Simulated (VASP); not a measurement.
# BN (Pm-3m) in VASP: notebook

BN is run at these levels: PBE; tasks: single point.

Everything below comes from runs of VASP 6.6.1. Logs are shortened: lines on timing, memory, paths and dates and some standing lists are left out, and cuts for length are marked.

## (1) The cell of the first run

It takes space group Pm-3m (No. 221, cubic). The conventional cell has a = 2.315 Å, b = 2.315 Å, c = 2.315 Å, α = 90.00°, β = 90.00°, γ = 90.00°. B (site symmetry m-3m) has 8 N at 2.00 Å and 6 B at 2.31 Å within 2.7 Å. N (site symmetry m-3m) has 8 B at 2.00 Å and 6 N at 2.31 Å within 2.7 Å.

## (2) Single point, PBE

The input, INCAR:

```
ALGO     = Normal         # electronic algorithm
EDIFF    = 1E-6           # SCF threshold, eV
ENCUT    = 520            # plane-wave cutoff, eV
GGA      = PE             # functional
ISIF     = 2              # what is computed and relaxed
ISMEAR   = -1             # smearing method
LASPH    = T              # aspherical terms in the spheres
LCHARG   = F              # write CHGCAR
LREAL    = F              # projectors in reciprocal space
LWAVE    = F              # write WAVECAR
NBANDS   = 11             # bands
NELM     = 60             # most SCF steps
PREC     = Accurate       # precision mode
SIGMA    = 0.02           # smearing width, eV
```

The input, KPOINTS:

```
k-points
0
Gamma
  3 3 3
```

The input, POSCAR:

```
BN
1.0
    2.3148041895      0.0000000000      0.0000000000
    0.0000000000      2.3148041895      0.0000000000
    0.0000000000      0.0000000000      2.3148041895
B N
1 1
Direct
    0.0000000000      0.0000000000      0.0000000000
    0.5000000000      0.5000000000      0.5000000000
```

Potentials or basis: VASP PAW PBE potentials, release 64 (B, N).

Started as:

```bash
> cat potpaw_PBE.64/B/POTCAR potpaw_PBE.64/N/POTCAR > POTCAR
> mpirun -np 1 vasp_std > vasp.out
```

OUTCAR:

```text
EDIFF = 1E-6
   ENCUT = 520
   GGA = PE
   ISIF = 2
   ISMEAR = -1
   LASPH = T
   LREAL = F
   NELM = 60
   PREC = Accurate

 ion  position               nearest neighbor table
   1  0.000  0.000  0.000-
   2  0.500  0.500  0.500-

  LATTYP: Found a simple cubic cell.
 ALAT       =     2.3148041895

  Lattice vectors:

 A1 = (   2.3148041895,   0.0000000000,   0.0000000000)
 A2 = (   0.0000000000,   2.3148041895,   0.0000000000)
 A3 = (   0.0000000000,   0.0000000000,   2.3148041895)

Analysis of symmetry for initial positions (statically):
=====================================================================
 Subroutine PRICEL returns:
 Original cell was already a primitive cell.

 Routine SETGRP: Setting up the symmetry group for a
 simple cubic supercell.

 Subroutine GETGRP returns: Found 48 space group operations
 (whereof 48 operations were pure point group operations)
 out of a pool of 48 trial point group operations.

The static configuration has the point symmetry O_h .

Analysis of symmetry for dynamics (positions and initial velocities):
=====================================================================
 Subroutine PRICEL returns:
 Original cell was already a primitive cell.

 Routine SETGRP: Setting up the symmetry group for a
 simple cubic supercell.

 Subroutine GETGRP returns: Found 48 space group operations
 (whereof 48 operations were pure point group operations)
 out of a pool of 48 trial point group operations.

The dynamic configuration has the point symmetry O_h .

 Subroutine INISYM returns: Found 48 space group operations
 (whereof 48 operations are pure point group operations),
 and found     1 'primitive' translations

----------------------------------------------------------------------------------------

                                     Primitive cell

  volume of cell :      12.4035

  direct lattice vectors                    reciprocal lattice vectors
     2.314804190  0.000000000  0.000000000     0.432001983  0.000000000  0.000000000
     0.000000000  2.314804190  0.000000000     0.000000000  0.432001983  0.000000000
     0.000000000  0.000000000  2.314804190     0.000000000  0.000000000  0.432001983

  length of vectors
     2.314804190  2.314804190  2.314804190     0.432001983  0.432001983  0.432001983

[... 63 lines left out ...]
   IBRION =     -1    ionic relax: 0-MD 1-quasi-New 2-CG
   NFREE  =      0    steps in history (QN), initial steepest desc. (CG)
   ISIF   =      2    stress and relaxation
   ISYM   =      2    0-nonsym 1-usesym 2-fastsym
   POTIM  = 0.5000    time-step for ionic-motion
   TEBEG  =    0.0;   TEEND  =   0.0 temperature during run
   PSTRESS=    0.0 pullay stress
   NELECT =       8.0000    total number of electrons
   NUPDOWN=      -1.0000    fix difference up-down
   EMIN   =  10.00;   EMAX   =-10.00  energy-range for DOS
   EFERMI =   0.00;   METHOD = LEGACY
   ISMEAR =    -1;   SIGMA  =   0.02  broadening in eV -4-tet -1-fermi 0-gaus
   EFERMI_NEDOS =   21; number of points for ismear=-14 and -15
   IALGO  =     38    algorithm
   IMIX   =      4    mixing-type and parameters
     AMIX     =   0.40;   BMIX     =  1.00
     AMIX_MAG =   1.60;   BMIX_MAG =  1.00
  volume/ion in A,a.u.               =       6.20        41.85
  Fermi-wavevector in a.u.,A,eV,Ry     =   1.414460  2.672941 27.221124  2.000696
  Thomas-Fermi vector in A             =   2.536000
   LORBIT       =      0    0 simple, 1 ext, 2 COOP (PROOUT), +10 PAW based schemes
   GGA     = PE    functional components
   LHFCALC =     F    Hartree Fock is set to
   AEXX    =    0.0000 exact exchange contribution
   IVDW    =     0    specifies the selected vdW correction
   LEPSILON=     F    determine dielectric tensor
   LRPA    =     F    only Hartree local field effects (RPA)
 non-spin polarized calculation
  energy-cutoff  :      520.00
  volume of cell :       12.40
 maximum number of plane-waves:       341
 NGX is ok and might be reduce to    18
   NGX =  9   NGY =  9   NGZ =  9

 number of electron       8.0000000 magnetization

 Free energy of the ion-electron system (eV)
  ---------------------------------------------------
  ext. energy  EPLUGINS =         0.00000000
  ---------------------------------------------------
  free energy    TOTEN  =        -8.77177932 eV

  energy without entropy =       -8.74850250  energy(sigma->0) =       -8.76014091

 E-fermi :  10.0100     XC(G=0): -13.1881

 val. band max:        9.9986566150   @ k =   0.3333   0.3333   0.0000
 cond. band min:      10.0212936463   @ k =   0.3333   0.3333   0.0000
 fundamental gap:      0.0226370313
 Fermi energy:        10.0099751307

 k-point     1 :       0.0000    0.0000    0.0000
  band No.  band energies     occupation
      1     -12.0389      2.00000
      2       7.0681      2.00000
      3       7.0681      2.00000
      4       7.0681      2.00000
      5      10.7625      0.00000
      6      20.2554      0.00000
      7      20.2554      0.00000
      8      20.2554      0.00000
      9      21.2623      0.00000
     10      21.2623      0.00000
     11      44.0414      0.00000
[... 29 lines left out ...]
 k-point     4 :       0.3333    0.3333    0.3333
  band No.  band energies     occupation
      1      -5.3959      2.00000
      2       2.5440      2.00000
      3       3.4570      2.00000
      4       3.4570      2.00000
      5      11.5181      0.00000
      6      11.8655      0.00000
      7      11.8655      0.00000
      8      16.8105      0.00000
      9      34.4816      0.00000
     10      35.1334      0.00000
     11      35.1334      0.00000

------------------------ aborting loop because EDIFF is reached ----------------------------------------

  FORCE on cell =-STRESS in cart. coord.  units (eV):
  Direction    XX          YY          ZZ          XY          YZ          ZX
  --------------------------------------------------------------------------------------
  -------------------------------------------------------------------------------------
  Total        0.9486120      0.9486120      0.9486120     -0.0000000     -0.0000000      0.0000000
  in kB      122.5339470    122.5339470    122.5339470     -0.0000000     -0.0000000      0.0000000
  external PRESSURE =     122.5339470 kB  Pullay stress =       0.0000000 kB

 VOLUME and BASIS-vectors are now :
 -----------------------------------------------------------------------------
  energy-cutoff  :      520.00
  volume of cell :       12.40
      direct lattice vectors                 reciprocal lattice vectors
     2.314804190  0.000000000  0.000000000     0.432001983  0.000000000  0.000000000
     0.000000000  2.314804190  0.000000000     0.000000000  0.432001983  0.000000000
     0.000000000  0.000000000  2.314804190     0.000000000  0.000000000  0.432001983

 POSITION                                       TOTAL-FORCE (eV/Angst)
 -----------------------------------------------------------------------------------
      0.00000      0.00000      0.00000         0.000000      0.000000      0.000000
      1.15740      1.15740      1.15740         0.000000      0.000000      0.000000
 -----------------------------------------------------------------------------------
    total drift:                                0.000000     -0.000000      0.000000

  FREE ENERGIE OF THE ION-ELECTRON SYSTEM (eV)
  ---------------------------------------------------
  free  energy   TOTEN  =        -8.7717793218 eV

  energy  without entropy=       -8.7485024952  energy(sigma->0) =       -8.76014091
```

OSZICAR:

```text
N       E                     dE             d eps       ncg     rms          rms(c)
DAV:   1     0.106484547006E+02    0.10648E+02   -0.47852E+03    88   0.694E+02
DAV:   2    -0.951404145978E+01   -0.20162E+02   -0.18258E+02   103   0.137E+02
DAV:   3    -0.987930535765E+01   -0.36526E+00   -0.36506E+00   109   0.172E+01
[... 11 lines left out ...]
DAV:  15    -0.877201953083E+01    0.12644E-02   -0.25213E-03    88   0.189E-01    0.295E-01
DAV:  16    -0.877177997562E+01    0.23956E-03   -0.19762E-04    88   0.814E-02    0.197E-02
DAV:  17    -0.877179028970E+01   -0.10314E-04   -0.12284E-05    91   0.189E-02    0.633E-02
DAV:  18    -0.877177978491E+01    0.10505E-04   -0.99081E-06    85   0.144E-02    0.136E-02
DAV:  19    -0.877177932177E+01    0.46314E-06   -0.36052E-07    44   0.369E-03
   1 F= -.87717793E+01 E0= -.87601409E+01  d E =-.232768E-01
```

It took 1.5 s on 1 thread of Intel Xeon 6975P-C (Granite Rapids), shared host; peak memory 0.11 GiB.

What came out:

| Quantity | Value |
| --- | --- |
| Free energy | -8.7718 eV |
| Pressure | 12.3 GPa |
| Band gap on the k mesh | 0.02 eV, direct |

Caveat: the k points lie up to 0.90 Å⁻¹ apart. A k mesh can miss the band edges.

## (3) Single point, PBE

The input, INCAR:

```
SYSTEM = BN
  PREC = Accurate
  ENCUT = 520
  EDIFF = 1E-6
  ISMEAR = -1
  SIGMA = 0.02
  LREAL = .FALSE.
  LASPH = .TRUE.
  NELM = 60
  ALGO = Normal
  ISIF = 2
  LWAVE = .FALSE.
  LCHARG = .FALSE.
  GGA = PE
  NBANDS = 11
```

The input, KPOINTS:

```
Automatic mesh
0
Gamma
  8 8 8
  0.5 0.5 0.5
```

POSCAR is that of step 2.

Potentials or basis: VASP PAW PBE potentials, release 64 (B, N).

Started as:

```bash
> cat potpaw_PBE.64/B/POTCAR potpaw_PBE.64/N/POTCAR > POTCAR
> mpirun -np 1 vasp_std > vasp.out
```

It took 1.8 s on 1 thread of Intel Xeon 6975P-C (Granite Rapids), shared host; peak memory 0.11 GiB.

It converged, with:

```
Free energy            : -9.9734 eV
Pressure               : 2.4 GPa
Band gap on the k mesh : zero (band 4 reaches 9.32 eV, above the bottom of band 5 at 7.68 eV)
```

Levels at points of the mesh, in eV from the Fermi level:
| k point | band 2 | band 3 | band 4 | band 5 | band 6 | band 7 |
| --- | --- | --- | --- | --- | --- | --- |
| (0.06, 0.06, 0.06) | -2.86 | -2.59 | -2.59 | 2.47 | 10.39 | 10.41 |

## (4) Single point, PBE

The input, INCAR:

```
ALGO = Normal ; EDIFF = 1E-7
ENCUT = 520 ; GGA = PE
ISIF = 2 ; ISMEAR = 1
LASPH = True ; LCHARG = False
LREAL = False ; LWAVE = False
NBANDS = 11 ; NELM = 80
PREC = Accurate ; SIGMA = 0.5
```

The input, KPOINTS:

```
k-points
0
Gamma
  8 8 8
```

POSCAR is that of step 3.

Potentials or basis: VASP PAW PBE potentials, release 64 (B, N).

Started as:

```bash
> cat potpaw_PBE.64/B/POTCAR potpaw_PBE.64/N/POTCAR > POTCAR
> mpirun -np 1 vasp_std > vasp.out
```

OUTCAR:

```text
EDIFF = 1E-7
   ENCUT = 520
   GGA = PE
   ISIF = 2
   ISMEAR = 1
   LASPH = True
   LREAL = False
   NELM = 80
   PREC = Accurate

 ion  position               nearest neighbor table
   1  0.000  0.000  0.000-
   2  0.500  0.500  0.500-

  LATTYP: Found a simple cubic cell.
 ALAT       =     2.3148041895

  Lattice vectors:

 A1 = (   2.3148041895,   0.0000000000,   0.0000000000)
 A2 = (   0.0000000000,   2.3148041895,   0.0000000000)
 A3 = (   0.0000000000,   0.0000000000,   2.3148041895)

Analysis of symmetry for initial positions (statically):
=====================================================================
 Subroutine PRICEL returns:
 Original cell was already a primitive cell.

 Routine SETGRP: Setting up the symmetry group for a
 simple cubic supercell.

 Subroutine GETGRP returns: Found 48 space group operations
 (whereof 48 operations were pure point group operations)
 out of a pool of 48 trial point group operations.

The static configuration has the point symmetry O_h .

[... 169 lines left out ...]
  band No.  band energies     occupation
      1     -12.0803      2.00000
      2       7.0044      2.00000
      3       7.0044      2.00000
      4       7.0044      2.00000
      5      10.6971     -0.00013
      6      20.1915      0.00000
      7      20.1915      0.00000
      8      20.1915      0.00000
      9      21.2443      0.00000
     10      21.2443      0.00000
     11      44.0412      0.00000
[... 309 lines left out ...]
 k-point    24 :       0.5000    0.3750    0.1250
  band No.  band energies     occupation
      1      -5.2632      2.00000
      2      -0.7990      2.00000
      3       1.5847      2.00000
      4       7.1658      2.00000
      5       9.3749      0.35266
      6      15.3688     -0.00000
      7      16.2714     -0.00000
      8      17.9079     -0.00000
      9      30.6266      0.00000
     10      34.1523      0.00000
     11      34.4703      0.00000

 [... further k-points ...]

------------------------ aborting loop because EDIFF is reached ----------------------------------------

  FORCE on cell =-STRESS in cart. coord.  units (eV):
  Direction    XX          YY          ZZ          XY          YZ          ZX
  --------------------------------------------------------------------------------------
  -------------------------------------------------------------------------------------
  Total        0.1239549      0.1239549      0.1239549     -0.0000000      0.0000000     -0.0000000
  in kB       16.0114862     16.0114862     16.0114862     -0.0000000      0.0000000     -0.0000000
  external PRESSURE =      16.0114862 kB  Pullay stress =       0.0000000 kB

 VOLUME and BASIS-vectors are now :
 -----------------------------------------------------------------------------
  energy-cutoff  :      520.00
  volume of cell :       12.40
      direct lattice vectors                 reciprocal lattice vectors
     2.314804190  0.000000000  0.000000000     0.432001983  0.000000000  0.000000000
     0.000000000  2.314804190  0.000000000     0.000000000  0.432001983  0.000000000
     0.000000000  0.000000000  2.314804190     0.000000000  0.000000000  0.432001983

 POSITION                                       TOTAL-FORCE (eV/Angst)
 -----------------------------------------------------------------------------------
      0.00000      0.00000      0.00000         0.000000      0.000000      0.000000
      1.15740      1.15740      1.15740         0.000000      0.000000      0.000000
 -----------------------------------------------------------------------------------
    total drift:                                0.000000     -0.000000      0.000000

  FREE ENERGIE OF THE ION-ELECTRON SYSTEM (eV)
  ---------------------------------------------------
  free  energy   TOTEN  =       -10.0377948920 eV

  energy  without entropy=      -10.0306237737  energy(sigma->0) =      -10.03540452
```

OSZICAR:

```text
N       E                     dE             d eps       ncg     rms          rms(c)
DAV:   1     0.104994118972E+02    0.10499E+02   -0.46771E+03   786   0.707E+02
DAV:   2    -0.100186303317E+02   -0.20518E+02   -0.19350E+02  1003   0.135E+02
DAV:   3    -0.105126992372E+02   -0.49407E+00   -0.48914E+00   929   0.173E+01
DAV:   4    -0.105132972528E+02   -0.59802E-03   -0.59800E-03   851   0.642E-01
DAV:   5    -0.105132975342E+02   -0.28137E-06   -0.28115E-06   893   0.154E-02    0.498E+00
DAV:   6    -0.100932129380E+02    0.42008E+00   -0.48060E+00   827   0.913E+00    0.226E+00
DAV:   7    -0.100377586979E+02    0.55454E-01   -0.29943E-01   836   0.298E+00    0.111E+00
DAV:   8    -0.100390112015E+02   -0.12525E-02   -0.19426E-02   818   0.109E+00    0.414E-01
DAV:   9    -0.100378178580E+02    0.11933E-02   -0.37763E-03   866   0.335E-01    0.878E-02
DAV:  10    -0.100377953906E+02    0.22467E-04   -0.28298E-04   860   0.107E-01    0.780E-03
DAV:  11    -0.100377949804E+02    0.41022E-06   -0.43947E-06   893   0.160E-02    0.464E-03
DAV:  12    -0.100377948920E+02    0.88438E-07   -0.31258E-07   578   0.334E-03
   1 F= -.10037795E+02 E0= -.10035405E+02  d E =-.717112E-02
```

stdout:

```text
POSCAR found type information on POSCAR B N
 POSCAR found :  2 types and       2 ions
 scaLAPACK will be used
 LDA part: xc-table for (Slater+PW92), standard interpolation
 POSCAR, INCAR and KPOINTS ok, starting setup
 FFT: planning ... GRIDC
 FFT: planning ... GRID_SOFT
 FFT: planning ... GRID
 WAVECAR not read
 entering main loop
```

It took 2.3 s on 1 thread of Intel Xeon 6975P-C (Granite Rapids), shared host; peak memory 0.11 GiB.

Results:

| Item | Value |
| --- | --- |
| Free energy | -10.0378 eV |
| Pressure | 1.6 GPa |
| Band gap on the k mesh | zero (band 4 reaches 9.95 eV, above the bottom of band 5 at 7.19 eV) |

Levels at points of the mesh, in eV from the Fermi level:
```
           k point  band 1  band 2  band 3  band 4  band 5  band 6  band 7  band 8
(0.00, 0.00, 0.00)  -21.24   -2.16   -2.16   -2.16    1.53   11.03   11.03   11.03
(0.50, 0.00, 0.00)  -17.50  -12.78    0.48    0.48    4.22    6.88    6.88    7.25
(0.50, 0.50, 0.00)  -13.67   -9.53   -9.53   -3.63    1.55    8.45    8.45    9.01
(0.50, 0.50, 0.50)  -11.04   -4.97   -4.97   -4.97   -1.47   -1.47   -1.47    3.13
```

## (5) Summary

```tsv
k mesh	smearing	gap on the mesh (eV)	pressure (GPa)
3 × 3 × 3	fermi-dirac 0.02 eV	0.02	12.3
8 × 8 × 8, shifted	fermi-dirac 0.02 eV	none	2.4
8 × 8 × 8	methfessel-paxton 0.5 eV	none	1.6
```

Alike in all rows: task single point; level PBE; potentials or basis VASP PAW PBE potentials, release 64 (B, N); no spin polarisation; cell as given; cutoff (eV) 520.

Caveats: some runs use coarse meshes.

Absolute energies hang on the potentials; compare differences alone.
